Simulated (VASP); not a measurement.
Write the native input for VASP 6.6.1 that does the following.

| Property | Result |
| --- | --- |
| Task | single point |
| Functional | PBE |
| Potentials or basis | VASP PAW PBE potentials, release 64 (In_d, Sb) |
| Cutoff | 520 eV |
| k mesh | 10 × 10 × 18 |
| Occupations | gaussian, width 0.1 eV |
| Spin | no spin polarisation |
| Dipole correction | no |
| Further INCAR settings | ALGO = Normal; EDIFF = 1e-06; NBANDS = 26 |

The structure of InSb lies in POSCAR:

```
InSb
1.0
    5.9204200000      0.0000000000      0.0000000000
    0.0000000000      5.9380040000      0.0000000000
    0.0000000000      0.0000000000      3.2224990000
In Sb
2 2
Direct
    0.0000000000      0.0000000000      0.0088050000
    0.5000000000      0.5000000000      0.9911950000
    0.0000000000      0.5000000000      0.2769970000
    0.5000000000      0.0000000000      0.7230030000
```

The input as run:

INCAR

```
PREC = Accurate
ENCUT = 520
EDIFF = 1E-6
ISMEAR = 0
SIGMA = 0.1
LREAL = F
LASPH = T
NELM = 60
ALGO = Normal
ISIF = 2
LWAVE = F
LCHARG = F
GGA = PE
NBANDS = 26
```

KPOINTS

```
regular mesh
0
Gamma
  10 10 18
```

Potentials or basis: VASP PAW PBE potentials, release 64 (In_d, Sb).

Launch:

```bash
$ cat potpaw_PBE.64/In_d/POTCAR potpaw_PBE.64/Sb/POTCAR > POTCAR
$ mpirun -np 1 vasp_std > vasp.out
```

It gave:

```yaml
Pressure: -0.1 GPa
Largest_force: 0.052 eV/Å
Band_gap_on_the_k_mesh: zero (bands 18 and 19 overlap by 2.69 eV)
```

Caveat: spin-orbit coupling is left out, which moves the levels of the heavy elements.

Run time: 11 min on 1 thread of Intel Xeon 8259CL (shared host), peak memory 0.94 GiB.
